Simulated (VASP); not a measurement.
Cu: single point with PBE

Cu:

```
CELL_PARAMETERS angstrom
-1.47326 1.47326 1.38198
1.47326 -1.47326 1.38198
2.94652 2.94652 0.00000
ATOMIC_POSITIONS crystal
Cu 0.03157 0.89079 0.00000
Cu 0.46843 0.60921 0.50000
```

This cell differs from its parent crystal: mode 1 frozen in at -0.293 Å and mode 5 at -0.107 Å (largest displacements).

```json
{"Program": "VASP 6.6.1", "Task": "single point", "Functional": "PBE", "Potentials or basis": "VASP PAW PBE potentials, release 64 (Cu)", "Cutoff": "520 eV", "k mesh": "20 × 20 × 12", "Occupations": "gaussian, width 0.15 eV", "Spin": "no spin polarisation", "Dipole correction": "no", "Further INCAR settings": "ALGO = Fast; EDIFF = 1e-06; NBANDS = 18"}
```

- Pressure: 2.4 GPa
- Largest force: 0.359 eV/Å
- Band gap on the k mesh: zero (band 11 reaches 11.41 eV, above the bottom of band 12 at 5.57 eV)

Forces in eV/Å, atoms in the order of the input:
```
Cu   0.014 -0.014  0.359
Cu  -0.014  0.014 -0.359
```

Stress tensor (GPa, compression positive):
```
 4.72 -1.10 -1.42
-1.10  4.72  1.42
-1.42  1.42 -2.12
```

Levels at points of the mesh, in eV from the Fermi level:
```tsv
k point	band 9	band 10	band 11	band 12	band 13	band 14
(0.00, 0.00, 0.00)	-2.20	-1.93	-1.55	-0.85	3.83	18.71
(0.50, 0.00, 0.00)	-1.63	-1.60	0.22	0.69	8.20	8.52
(0.00, 0.50, 0.00)	-1.73	-1.58	-0.43	1.34	6.77	7.28
(0.50, 0.50, 0.00)	-1.48	-1.45	0.37	2.78	8.55	8.81
(0.00, 0.00, 0.50)	-2.07	-2.07	-1.82	-1.82	12.59	12.59
(0.50, 0.00, 0.50)	-1.51	-1.51	-0.27	-0.27	4.48	4.48
(0.00, 0.50, 0.50)	-1.64	-1.64	0.42	0.42	3.97	3.97
(0.50, 0.50, 0.50)	-1.46	-1.46	1.66	1.66	5.82	5.82
```

Wall time 7.2 min on 1 thread of Intel(R) Xeon(R) Platinum 8259CL CPU @ 2.50GHz (Skylake/Cascade Lake), with other jobs on the host, peak memory 0.56 GiB.

Caveat: the cell differs from its parent crystal (mode 1 frozen in at -0.293 Å and mode 5 at -0.107 Å (largest displacements)).
